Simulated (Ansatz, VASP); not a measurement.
**AlN: VASP beside Ansatz**

```xyz
4
Lattice="3.2818 0.0000 0.0000 -1.6409 2.8421 0.0000 0.0000 0.0000 3.9342" Properties=species:S:1:pos:R:3 pbc="T T T"
Al    0.0000    1.8947    2.9506
Al    1.6409    0.9474    0.9836
N     0.0000    1.8947    0.9836
N     1.6409    0.9474    2.9506
```

Alike in both runs: task single point; functional PBEsol; k mesh 9 × 9 × 6; occupations gaussian, width 0.05 eV; no spin polarisation.

|  | VASP | Ansatz |
| --- | --- | --- |
| version | VASP 6.6.1 | Ansatz 0.2.0 |
| potentials or method | VASP PAW PBE potentials, release 64 (Al, N), cutoff 520 eV | scalar-relativistic, plane waves, PAW |
| valence electrons in the cell | 16 | 16 |

Ansatz gave:

| Property | Result |
| --- | --- |
| gap on the k mesh at the Fermi level (eV) | 3.86 |
| least direct gap on the mesh (eV) | 3.86 |
| pressure (GPa) | 15.1 |
| traceless stress, the component that is largest in VASP (GPa) | 7.83 |

Estimate VASP's values.

gap on the k mesh at the Fermi level (eV): 3.88; least direct gap on the mesh (eV): 3.88; pressure (GPa): 15.1; traceless stress, the component that is largest in VASP (GPa): 7.86.

VASP's potentials were made for PBE, not for PBEsol. The functional is the same, so the differences come from potentials, cutoffs and numerics.
